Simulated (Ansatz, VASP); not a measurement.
## One calculation of Hf2H3, two programs

```
Hf H
1.0
     3.72924    0.00000    0.00000
     0.00000    3.72924    0.00000
     0.00000    0.00000    3.72924
Hf H
2 3
Cartesian
  1.8646 1.8646 1.8646
  0.0000 0.0000 0.0000
  0.0000 1.8646 1.8646
  1.8646 0.0000 1.8646
  1.8646 1.8646 0.0000
```

Alike in both runs: functional PBE; k mesh 6 × 6 × 6; occupations gaussian, width 0.1 eV; no spin polarisation.

Ansatz relaxed the structure, and its values are those at the end. VASP's run is a single point on that final structure, the one shown.

|  | VASP | Ansatz |
| --- | --- | --- |
| version | VASP 6.6.1 | Ansatz 0.2.0 |
| potentials or method | VASP PAW PBE potentials, release 64 (Hf_pv, H), cutoff 520 eV | scalar-relativistic, plane waves, PAW |
| valence electrons in the cell | 23 | 55 |

VASP gave:

```
gap on the k mesh at the Fermi level (eV) : none
pressure (GPa)                            : -0.6
```

Question: What did Ansatz give for the same quantities?

Answer: gap on the k mesh at the Fermi level (eV): none; pressure (GPa): -0.3.

A gap of «none» marks a metal or a gap that the smearing closes. With one functional, cell and mesh, what is left measures potentials, basis and numerics. VASP's potentials hold 23 valence electrons a cell and Ansatz's 55, so a difference there can come from the potentials and not from the codes.

Spin-orbit coupling is off throughout.
